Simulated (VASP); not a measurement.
# Cu3Mo2 (Cmme) in VASP: notebook

The runs below take Cu3Mo2 through single point, relaxation of cell and atoms, with PBE.

All numbers are computed with VASP 6.6.1; they aren't measurements. Logs are shortened: lines on timing, memory, paths and dates and some standing lists are left out, and cuts for length are marked.

**1. The cell of the first run**

Symmetry: Cmme, No. 67, orthorhombic system. The conventional cell has a = 3.172 Å, b = 4.087 Å, c = 19.962 Å, α = 90.00°, β = 90.00°, γ = 90.00°. Within 3.2 Å of Cu (site symmetry mm2) lie 14 Cu at 2.40 to 3.17 Å. Within 3.2 Å of Cu (site symmetry mm2) lie 14 Cu at 2.40 to 3.17 Å. Within 3.2 Å of Cu (site symmetry mm2) lie 10 Cu at 2.42 to 3.17 Å and 4 Mo at 2.60 to 2.90 Å. Mo (site symmetry mm2) has 14 Mo at 2.59 to 3.17 Å within 3.4 Å. Mo (site symmetry mm2) has 10 Mo at 2.59 to 3.17 Å and 4 Cu at 2.60 to 2.90 Å within 3.4 Å.

**2. Single point, PBE (12.94 Å³/atom)**

The input, INCAR:

```
PREC = Accurate
ENCUT = 520
EDIFF = 1E-6
ISMEAR = 0
SIGMA = 0.1
LREAL = False
LASPH = True
NELM = 60
ALGO = Fast
ISIF = 2
LWAVE = False
LCHARG = False
GGA = PE
NBANDS = 72
```

The input, KPOINTS:

```
Automatic mesh
0
Gamma
  12 12 2
```

The input, POSCAR:

```
Cu3Mo2
1.0
    1.5857839450     -2.0434265195      0.0000000000
    1.5857839450      2.0434265195      0.0000000000
    0.0000000000      0.0000000000     19.9619115864
Cu Mo
6 4
Direct
    0.2500000000      0.7500000000      0.0452156272
    0.7500000000      0.2500000000      0.1357450124
    0.2500000000      0.7500000000      0.2270436005
    0.7500000000      0.2500000000      0.9547843728
    0.7500000000      0.2500000000      0.7729563995
    0.2500000000      0.7500000000      0.8642549876
    0.2500000000      0.7500000000      0.4431530714
    0.7500000000      0.2500000000      0.3303748678
    0.7500000000      0.2500000000      0.5568469286
    0.2500000000      0.7500000000      0.6696251322
```

Potentials or basis: VASP PAW PBE potentials, release 64 (Cu, Mo_sv).

Command:

```bash
$ cat potpaw_PBE.64/Cu/POTCAR potpaw_PBE.64/Mo_sv/POTCAR > POTCAR
$ mpirun -np 1 vasp_std > vasp.out
```

OUTCAR:

```text
PREC = Accurate
   ENCUT = 520
   EDIFF = 1E-6
   ISMEAR = 0
   LREAL = False
   LASPH = True
   NELM = 60
   ISIF = 2
   GGA = PE

 ion  position               nearest neighbor table
   1  0.250  0.750  0.045-   4 2.40   4 2.40   2 2.40   2 2.40   4 2.73   4 2.73   2 2.73   2 2.73

   2  0.750  0.250  0.136-   1 2.40   1 2.40   3 2.42   3 2.42   1 2.73   1 2.73   3 2.74   3 2.74

   3  0.250  0.750  0.227-   2 2.42   2 2.42   8 2.60   8 2.60   2 2.74   2 2.74   8 2.90   8 2.90

   4  0.750  0.250  0.955-   1 2.40   1 2.40   6 2.40   6 2.40   1 2.73   1 2.73   6 2.73   6 2.73

   5  0.750  0.250  0.773-   6 2.42   6 2.42  10 2.60  10 2.60   6 2.74   6 2.74  10 2.90  10 2.90

   6  0.250  0.750  0.864-   4 2.40   4 2.40   5 2.42   5 2.42   4 2.73   4 2.73   5 2.74   5 2.74

   7  0.250  0.750  0.443-   8 2.75   8 2.75   9 2.77   9 2.77   8 3.04   8 3.04   9 3.05   9 3.05

   8  0.750  0.250  0.330-   3 2.60   3 2.60   7 2.75   7 2.75   3 2.90   3 2.90   7 3.04   7 3.04

   9  0.750  0.250  0.557-  10 2.75  10 2.75   7 2.77   7 2.77  10 3.04  10 3.04   7 3.05   7 3.05

  10  0.250  0.750  0.670-   5 2.60   5 2.60   9 2.75   9 2.75   5 2.90   5 2.90   9 3.04   9 3.04

  LATTYP: Found a base centered orthorhombic cell.
 ALAT       =     3.1715678900
 B/A-ratio  =     1.2885907478
 C/A-ratio  =     6.2940199544

  Lattice vectors:

 A1 = (   1.5857839450,  -2.0434265195,   0.0000000000)
 A2 = (   1.5857839450,   2.0434265195,   0.0000000000)
 A3 = (   0.0000000000,   0.0000000000,  19.9619115864)

Analysis of symmetry for initial positions (statically):
=====================================================================
 Subroutine PRICEL returns:
 Original cell was already a primitive cell.

 Routine SETGRP: Setting up the symmetry group for a
 base centered orthorhombic supercell.

 Subroutine GETGRP returns: Found  8 space group operations
 (whereof  4 operations were pure point group operations)
 out of a pool of  8 trial point group operations.

The static configuration has the point symmetry C_2h.
 The point group associated with its full space group is D_2h.

Analysis of symmetry for dynamics (positions and initial velocities):
=====================================================================
 Subroutine PRICEL returns:
 Original cell was already a primitive cell.

 Routine SETGRP: Setting up the symmetry group for a
 base centered orthorhombic supercell.

 Subroutine GETGRP returns: Found  8 space group operations
 (whereof  4 operations were pure point group operations)
 out of a pool of  8 trial point group operations.

The dynamic configuration has the point symmetry C_2h.
 The point group associated with its full space group is D_2h.

 Subroutine INISYM returns: Found  8 space group operations
 (whereof  4 operations are pure point group operations),
 and found     1 'primitive' translations

----------------------------------------------------------------------------------------

                                     Primitive cell

  volume of cell :     129.3705

  direct lattice vectors                    reciprocal lattice vectors
     1.585783945 -2.043426520  0.000000000     0.315301464 -0.244687047  0.000000000
     1.585783945  2.043426520  0.000000000     0.315301464  0.244687047  0.000000000
     0.000000000  0.000000000 19.961911586     0.000000000  0.000000000  0.050095403

  length of vectors
     2.586561938  2.586561938 19.961911586     0.399107459  0.399107459  0.050095403

  position of ions in fractional coordinates (direct lattice)
     0.250000000  0.750000000  0.045215627
     0.750000000  0.250000000  0.135745012
     0.250000000  0.750000000  0.227043600
     0.750000000  0.250000000  0.954784373
     0.750000000  0.250000000  0.772956400
     0.250000000  0.750000000  0.864254988
     0.250000000  0.750000000  0.443153071
     0.750000000  0.250000000  0.330374868
     0.750000000  0.250000000  0.556846929
     0.250000000  0.750000000  0.669625132

  ion indices of the primitive-cell ions
   primitive index   ion index
[... 48 lines left out ...]
   ISMEAR =     0;   SIGMA  =   0.10  broadening in eV -4-tet -1-fermi 0-gaus
   EFERMI_NEDOS =   21; number of points for ismear=-14 and -15
   IALGO  =     68    algorithm
   IMIX   =      4    mixing-type and parameters
     AMIX     =   0.40;   BMIX     =  1.00
     AMIX_MAG =   1.60;   BMIX_MAG =  1.00
  volume/ion in A,a.u.               =      12.94        87.30
  Fermi-wavevector in a.u.,A,eV,Ry     =   1.605399  3.033765 35.066387  2.577307
  Thomas-Fermi vector in A             =   2.701752
   LORBIT       =      0    0 simple, 1 ext, 2 COOP (PROOUT), +10 PAW based schemes
   GGA     = PE    functional components
   LHFCALC =     F    Hartree Fock is set to
   AEXX    =    0.0000 exact exchange contribution
   IVDW    =     0    specifies the selected vdW correction
   LEPSILON=     F    determine dielectric tensor
   LRPA    =     F    only Hartree local field effects (RPA)
 non-spin polarized calculation
 RMM-DIIS sequential band-by-band and
 Gauss-broadening in eV      SIGMA  =   0.10
  energy-cutoff  :      520.00
  volume of cell :      129.37
 maximum number of plane-waves:      3516
   NGX =  9   NGY =  9   NGZ = 75

 number of electron     122.0000047 magnetization

 Free energy of the ion-electron system (eV)
  ---------------------------------------------------
  ext. energy  EPLUGINS =         0.00000000
  ---------------------------------------------------
  free energy    TOTEN  =       -64.73762511 eV

  energy without entropy =      -64.71561122  energy(sigma->0) =      -64.72661817

 E-fermi :  10.3537     XC(G=0): -13.1962

 val. band max:       10.3520848604   @ k =   0.5000   0.4167   0.0000
 cond. band min:      10.3556495674   @ k =   0.3333   0.3333   0.5000
 fundamental gap:      0.0035647070
 Fermi energy:        10.3536755903

 k-point     1 :       0.0000    0.0000    0.0000
  band No.  band energies     occupation
      1     -50.9594      2.00000
      2     -50.8572      2.00000
      3     -50.7366      2.00000
      4     -50.7124      2.00000
      5     -25.5153      2.00000
      6     -25.1472      2.00000
[... 64 lines left out ...]
     71      12.9437      0.00000
     72      13.0730      0.00000
[... 1723 lines left out ...]
     71      13.7912      0.00000
     72      15.1934      0.00000

 [... further k-points ...]

------------------------ aborting loop because EDIFF is reached ----------------------------------------

  FORCE on cell =-STRESS in cart. coord.  units (eV):
  Direction    XX          YY          ZZ          XY          YZ          ZX
  --------------------------------------------------------------------------------------
  -------------------------------------------------------------------------------------
  Total       10.3501521     10.5573843     10.3008093      0.0000000      0.0000000      0.0000000
  in kB      128.1805549    130.7470049    127.5694743      0.0000000      0.0000000      0.0000000
  external PRESSURE =     128.8323447 kB  Pullay stress =       0.0000000 kB

 VOLUME and BASIS-vectors are now :
 -----------------------------------------------------------------------------
  energy-cutoff  :      520.00
  volume of cell :      129.37
      direct lattice vectors                 reciprocal lattice vectors
     1.585783945 -2.043426520  0.000000000     0.315301464 -0.244687047  0.000000000
     1.585783945  2.043426520  0.000000000     0.315301464  0.244687047  0.000000000
     0.000000000  0.000000000 19.961911586     0.000000000  0.000000000  0.050095403

 POSITION                                       TOTAL-FORCE (eV/Angst)
 -----------------------------------------------------------------------------------
      1.58578      1.02171      0.90259        -0.000000      0.000000      0.001448
      1.58578     -1.02171      2.70973        -0.000000      0.000000      0.003358
      1.58578      1.02171      4.53222         0.000000      0.000000     -0.016447
      1.58578     -1.02171     19.05932        -0.000000      0.000000     -0.001448
      1.58578     -1.02171     15.42969         0.000000      0.000000      0.016447
      1.58578      1.02171     17.25218        -0.000000      0.000000     -0.003358
      1.58578      1.02171      8.84618        -0.000000      0.000000     -0.000153
      1.58578     -1.02171      6.59491        -0.000000      0.000000     -0.003950
      1.58578     -1.02171     11.11573        -0.000000      0.000000      0.000153
      1.58578      1.02171     13.36700        -0.000000      0.000000      0.003950
 -----------------------------------------------------------------------------------
    total drift:                               -0.000000     -0.000000     -0.000000

  FREE ENERGIE OF THE ION-ELECTRON SYSTEM (eV)
  ---------------------------------------------------
  free  energy   TOTEN  =       -64.7376251142 eV

  energy  without entropy=      -64.7156112205  energy(sigma->0) =      -64.72661817
```

Run time: 82 min. Hardware: 1 thread of Intel Xeon 8259CL, shared host; peak memory 0.66 GiB.

What came out:

* Free energy: -64.7376 eV
* Pressure: 12.9 GPa
* Largest force: 0.016 eV/Å
* Band gap on the k mesh: zero (bands 61 and 62 overlap by 2.75 eV)

Forces on the atoms (eV/Å):
```
Cu   0.000  0.000  0.001
Cu   0.000  0.000  0.003
Cu   0.000  0.000 -0.016
Cu   0.000  0.000 -0.001
Cu   0.000  0.000  0.016
Cu   0.000  0.000 -0.003
Mo   0.000  0.000  0.000
Mo   0.000  0.000 -0.004
Mo   0.000  0.000  0.000
Mo   0.000  0.000  0.004
```

Levels at points of the mesh, in eV from the Fermi level:
```tsv
k point	band 57	band 58	band 59	band 60	band 61	band 62	band 63	band 64	band 65	band 66
(0.00, 0.00, 0.00)	-1.92	-1.84	-1.67	-1.59	-1.33	-0.33	-0.30	-0.17	0.88	1.28
(0.50, 0.00, 0.00)	-0.64	-0.64	-0.35	-0.35	-0.26	-0.26	0.98	0.98	1.60	1.60
(0.50, 0.50, 0.00)	0.08	0.19	0.75	1.04	1.55	2.03	2.16	2.46	2.77	4.28
(0.00, 0.00, 0.50)	-1.90	-1.84	-1.62	-1.39	-1.33	-1.11	-0.32	0.66	0.88	0.94
(0.50, 0.00, 0.50)	-0.54	-0.54	-0.38	-0.38	-0.26	-0.26	0.99	0.99	1.60	1.60
(0.50, 0.50, 0.50)	0.21	0.75	0.79	1.04	1.25	1.55	2.15	2.77	3.41	3.69
```

Caveat: the cell stands under pressure.

**3. Single point, PBE**

This run uses another cell than the first one, of 13.66 Å³/atom.

The input, INCAR:

```
SYSTEM = Cu3Mo2
  PREC = Accurate
  ENCUT = 520
  EDIFF = 1E-6
  ISMEAR = 0
  SIGMA = 0.2
  LREAL = .False.
  LASPH = .True.
  NELM = 100
  ALGO = Fast
  ISIF = 2
  LWAVE = .False.
  LCHARG = .False.
  GGA = PE
  NBANDS = 72
```

The input, KPOINTS:

```
regular mesh
0
Gamma
  6 6 1
  0 0 0
```

The input, POSCAR:

```
Cu3Mo2
1.0
    1.6114039698     -2.0643606668      0.0000000000
    1.6114039698      2.0643606668      0.0000000000
    0.0000000000      0.0000000000     20.5268078850
Cu Mo
6 4
Direct
    0.2500000000      0.7500000000      0.0455681018
    0.7500000000      0.2500000000      0.1365526350
    0.2500000000      0.7500000000      0.2286870218
    0.7500000000      0.2500000000      0.9544318982
    0.7500000000      0.2500000000      0.7713129782
    0.2500000000      0.7500000000      0.8634473650
    0.2500000000      0.7500000000      0.4433865218
    0.7500000000      0.2500000000      0.3308256423
    0.7500000000      0.2500000000      0.5566134782
    0.2500000000      0.7500000000      0.6691743577
```

Potentials or basis: VASP PAW PBE potentials, release 64 (Cu, Mo_sv).

Command:

```bash
$ cat potpaw_PBE.64/Cu/POTCAR potpaw_PBE.64/Mo_sv/POTCAR > POTCAR
$ mpirun -np 1 vasp_std > vasp.out
```

It took 3.9 min on 1 thread of Intel Xeon 6975P-C (Granite Rapids), shared host; peak memory 0.28 GiB.

It converged, with:

| Item | Value |
| --- | --- |
| Free energy | -65.2859 eV |
| Pressure | 0.7 GPa |
| Largest force | 0.041 eV/Å |
| Band gap on the k mesh | zero (bands 61 and 62 overlap by 2.45 eV) |

Forces in eV/Å, atoms in the order of the input:
```
Cu   0.000  0.000 -0.003
Cu   0.000  0.000  0.011
Cu   0.000  0.000 -0.041
Cu   0.000  0.000  0.003
Cu   0.000  0.000  0.041
Cu   0.000  0.000 -0.011
Mo   0.000  0.000 -0.017
Mo   0.000  0.000  0.040
Mo   0.000  0.000  0.017
Mo   0.000  0.000 -0.040
```

Stress tensor (GPa, compression positive):
```
0.75 0.00 0.00
0.00 0.93 0.00
0.00 0.00 0.52
```

Levels at points of the mesh, in eV from the Fermi level:
```csv
k point,band 57,band 58,band 59,band 60,band 61,band 62,band 63,band 64,band 65,band 66
"(0.00, 0.00, 0.00)",-1.75,-1.70,-1.67,-1.57,-1.25,-0.39,-0.34,-0.20,0.88,1.09
"(0.50, 0.00, 0.00)",-0.50,-0.50,-0.29,-0.29,-0.15,-0.15,0.87,0.87,1.50,1.50
"(0.50, 0.50, 0.00)",0.13,0.31,0.70,0.99,1.41,1.92,2.04,2.46,2.60,4.25
```

Caveat: the k points lie up to 0.41 Å⁻¹ apart, too coarse for converged energies and pressures of a metal.

**4. Relaxation of cell and atoms, PBE**

This run uses another cell than the first one, of 14.18 Å³/atom.

The input, INCAR:

```
ALGO     = Fast           # electronic algorithm
EDIFF    = 1E-6           # SCF threshold, eV
EDIFFG   = -0.08          # ionic threshold
ENCUT    = 600            # plane-wave cutoff, eV
GGA      = PE             # functional
IBRION   = 2              # ionic algorithm
ISIF     = 3              # what is computed and relaxed
ISMEAR   = 0              # smearing method
LASPH    = T              # aspherical terms in the spheres
LCHARG   = F              # write CHGCAR
LREAL    = F              # projectors in reciprocal space
LWAVE    = F              # write WAVECAR
NELM     = 60             # most SCF steps
NSW      = 36             # ionic steps
PREC     = Accurate       # precision mode
SIGMA    = 0.2            # smearing width, eV
```

The input, KPOINTS:

```
k-points
0
Gamma
  6 6 1
```

The input, POSCAR:

```
Cu3Mo2
1.0
    1.5250000000     -2.1550000000      0.0000000000
    1.5250000000      2.1550000000      0.0000000000
    0.0000000000      0.0000000000     21.5700000000
Cu Mo
6 4
Direct
    0.2500000000      0.7500000000      0.0500000000
    0.7500000000      0.2500000000      0.1500000000
    0.2500000000      0.7500000000      0.2500000000
    0.7500000000      0.2500000000      0.9500000000
    0.7500000000      0.2500000000      0.7500000000
    0.2500000000      0.7500000000      0.8500000000
    0.2500000000      0.7500000000      0.4500000000
    0.7500000000      0.2500000000      0.3500000000
    0.7500000000      0.2500000000      0.5500000000
    0.2500000000      0.7500000000      0.6500000000
```

Command:

```bash
$ cat potpaw_PBE.64/Cu/POTCAR potpaw_PBE.64/Mo_sv/POTCAR > POTCAR
$ mpirun -np 1 vasp_std > vasp.out
```

It took 44 min on 1 thread of Intel Xeon 6975P-C (Granite Rapids), shared host; peak memory 0.41 GiB.

It converged, with:

* Free energy: -65.2890 eV
* Relaxed volume: 13.67 Å³/atom
* Relaxed cell: a = 2.622 Å, b = 2.622 Å, c = 20.489 Å, α = 90.00°, β = 90.00°, γ = 103.95°
* Space group after relaxing (to 0.1 Å): Cmme (No. 67)
* Energy gained by relaxing: 81.4 meV/atom
* Ionic steps: 17
* Pressure after relaxing: 0.3 GPa
* Largest force after relaxing: 0.053 eV/Å
* Band gap on the k mesh: zero (bands 61 and 62 overlap by 2.43 eV)

Forces in eV/Å, atoms in the order of the input:
```
Cu   0.000  0.000  0.012
Cu   0.000  0.000  0.032
Cu   0.000  0.000  0.053
Cu   0.000  0.000 -0.012
Cu   0.000  0.000 -0.053
Cu   0.000  0.000 -0.032
Mo   0.000  0.000  0.038
Mo   0.000  0.000  0.001
Mo   0.000  0.000 -0.038
Mo   0.000  0.000 -0.001
```

Stress tensor (GPa, compression positive):
```
0.32 0.00 0.00
0.00 0.30 0.00
0.00 0.00 0.19
```

Step by step:
```
step  energy change (eV)  largest force (eV/Å)  pressure (GPa)  volume (Å³)
   1              0.0000                1.2894            2.45       141.77
   2             -0.1514                0.5198           -4.04       146.26
   3             -0.1514                0.5189           -4.01       146.27
   4             -0.2932                0.5856           -2.56       144.13
   5             -0.4402                0.7303            1.31       139.71
   6             -0.4435                0.7614            2.18       138.83
   7             -0.5549                0.5216            0.28       139.43
   8             -0.6042                0.6194           -1.89       140.24
   9             -0.6671                0.6755            1.11       137.33
  10             -0.6708                0.6890            2.03       136.47
  11             -0.7436                0.4457            0.26       137.28
  12             -0.7611                0.3775           -1.11       137.97
  13             -0.7984                0.3161            0.73       136.47
  14             -0.8000                0.2982            1.04       136.14
  15             -0.8105                0.0917           -0.96       137.62
  16             -0.8113                0.1169           -0.51       137.31
  17             -0.8139                0.0531            0.27       136.72
```

Final structure:
```
CELL_PARAMETERS angstrom
1.61531 -2.06554 0.00000
1.61531 2.06554 0.00000
0.00000 0.00000 20.48853
ATOMIC_POSITIONS crystal
Cu 0.25000 0.75000 0.04518
Cu 0.75000 0.25000 0.13559
Cu 0.25000 0.75000 0.22735
Cu 0.75000 0.25000 0.95482
Cu 0.75000 0.25000 0.77265
Cu 0.25000 0.75000 0.86441
Mo 0.25000 0.75000 0.44304
Mo 0.75000 0.25000 0.33022
Mo 0.75000 0.25000 0.55696
Mo 0.25000 0.75000 0.66978
```

Levels at points of the mesh, in eV from the Fermi level:
```
           k point  band 58  band 59  band 60  band 61  band 62  band 63  band 64  band 65
(0.00, 0.00, 0.00)    -1.69    -1.66    -1.56    -1.23    -0.36    -0.32    -0.19     0.87
(0.50, 0.00, 0.00)    -0.50    -0.29    -0.29    -0.17    -0.17     0.85     0.85     1.49
(0.50, 0.50, 0.00)     0.29     0.70     0.98     1.41     1.90     2.04     2.48     2.59
```

Caveat: the k points lie up to 0.41 Å⁻¹ apart in the final cell, too coarse for converged energies and pressures of a metal; the relaxation stopped at a loose force limit of 0.08 eV/Å, so its end isn't a converged minimum.

**5. Summary**

| task | cell | k mesh | cutoff (eV) | smearing | gap on the mesh (eV) | pressure (GPa) | largest force (eV/Å) |
| --- | --- | --- | --- | --- | --- | --- | --- |
| single point | a = 2.587, b = 2.587, c = 19.962 Å, angles 90.0, 90.0, 104.4°, 10 atoms, atomic positions A | 12 × 12 × 2 | 520 | gaussian 0.1 eV | none | 12.9 | 0.02 |
| single point | a = 2.619, b = 2.619, c = 20.527 Å, angles 90.0, 90.0, 104.1°, 10 atoms, atomic positions B | 6 × 6 × 1 | 520 | gaussian 0.2 eV | none | 0.7 | 0.04 |
| relaxation of cell and atoms | relaxed from a = 2.640, b = 2.640, c = 21.570 Å, angles 90.0, 90.0, 109.4°, 10 atoms, atomic positions C | 6 × 6 × 1 | 600 | gaussian 0.2 eV | none | 0.3 | 0.05 |

Alike in all rows: level PBE; potentials or basis VASP PAW PBE potentials, release 64 (Cu, Mo_sv); no spin polarisation.

Caveats: some runs use coarse meshes; the cell stands under pressure (at least some runs); the relaxation stopped at a loose force limit of 0.08 eV/Å, so its end isn't a converged minimum (at least some runs).

Total energies depend on the potentials used, so only differences within one code and one set of settings carry meaning.

The gap in the log of VASP goes by the Fermi energy; the results here count the filled bands.